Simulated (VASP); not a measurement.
Set up this calculation in VASP 6.6.1, as the native input.

- Task: relaxation of cell and atoms
- Functional: LDA
- Potentials or basis: VASP PAW LDA potentials, release 64 (Ga_d, N)
- Cutoff: 600 eV
- k mesh: 13 × 13 × 13
- Occupations: fermi-dirac, width 0.02 eV
- Spin: no spin polarisation
- Dipole correction: no
- Further INCAR settings: ALGO = Normal; EDIFF = 1e-06; IBRION = 2; EDIFFG = -0.005; NSW = 60; ISIF = 3

The structure of GaN (zincblende type) lies in POSCAR:

```
GaN
1.0
    0.0000000000      2.1670925389      2.1670925389
    2.1670925389      0.0000000000      2.1670925389
    2.1670925389      2.1670925389      0.0000000000
Ga N
1 1
Direct
    0.0000000000      0.0000000000      0.0000000000
    0.2500000000      0.2500000000      0.2500000000
```

These files were run (other wordings do the same):

INCAR

```
SYSTEM = GaN
PREC = Accurate
ENCUT = 600
EDIFF = 1E-6
ISMEAR = -1
SIGMA = 0.02
LREAL = .FALSE.
LASPH = .TRUE.
NELM = 60
ALGO = Normal
ISIF = 3
LWAVE = .FALSE.
LCHARG = .FALSE.
IBRION = 2
NSW = 60
EDIFFG = -0.005
```

KPOINTS

```
regular mesh
0
G
  13 13 13
  0 0 0
```

Potentials or basis: VASP PAW LDA potentials, release 64 (Ga_d, N).

Command:

```bash
$ cat potpaw_LDA.64/Ga_d/POTCAR potpaw_LDA.64/N/POTCAR > POTCAR
$ mpirun -np 1 vasp_std > vasp.out
```

It gave:

```json
{"Relaxed volume": "11.11 Å³/atom", "Relaxed cell": "a = 3.156 Å, b = 3.156 Å, c = 3.156 Å, α = 60.00°, β = 60.00°, γ = 60.00°", "Space group after relaxing (to 0.1 Å)": "F-43m (No. 216)", "Energy gained by relaxing": "57.9 meV/atom", "Ionic steps": "5", "Pressure after relaxing": "0.0 GPa", "Band gap on the k mesh": "1.94 eV"}
```

Run time: 84 s on 1 thread of Intel Xeon 8259CL, on a shared host, peak memory 0.16 GiB.
